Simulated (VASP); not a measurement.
Here is a VASP 6.6.1 calculation.

File INCAR:

```
ALGO     = Normal         # electronic algorithm
EDIFF    = 1E-6           # SCF threshold, eV
ENCUT    = 520            # plane-wave cutoff, eV
GGA      = PE             # functional
ISIF     = 2              # what is computed and relaxed
ISMEAR   = 0              # smearing method
LASPH    = T              # aspherical terms in the spheres
LCHARG   = F              # write CHGCAR
LREAL    = F              # projectors in reciprocal space
LWAVE    = F              # write WAVECAR
NBANDS   = 36             # bands
NELM     = 60             # most SCF steps
PREC     = Accurate       # precision mode
SIGMA    = 0.1            # smearing width, eV
```

Contents of KPOINTS:

```
k-points
0
Gamma
  3 3 2
```

The input POSCAR:

```
Ga3SbN2
1.0
    6.0582720239     -0.0000000030      0.0000000000
   -3.0291360093      5.2466174772      0.0000000000
    0.0000000000      0.0000000000      6.9156568739
Ga Sb N
3 1 2
Direct
    0.5000000000      0.0000000000      0.2419388814
    0.0000000000      0.5000000000      0.2419388814
    0.5000000000      0.5000000000      0.2419388814
    0.0000000000      0.0000000000      0.3724505104
    0.3333333333      0.6666666667      0.1613279277
    0.6666666667      0.3333333333      0.1613279277
```

Potentials or basis: VASP PAW PBE potentials, release 64 (Ga_d, Sb, N).

Run with:

```sh
$ cat potpaw_PBE.64/Ga_d/POTCAR potpaw_PBE.64/Sb/POTCAR potpaw_PBE.64/N/POTCAR > POTCAR
$ mpirun -np 1 vasp_std > vasp.out
```

(1) What does it give for the largest force?

(2) Estimate the pressure.

## Answers

(1) 0.011 eV/Å.

(2) 0.1 GPa.

Caveat: the k points lie up to 0.45 Å⁻¹ apart.
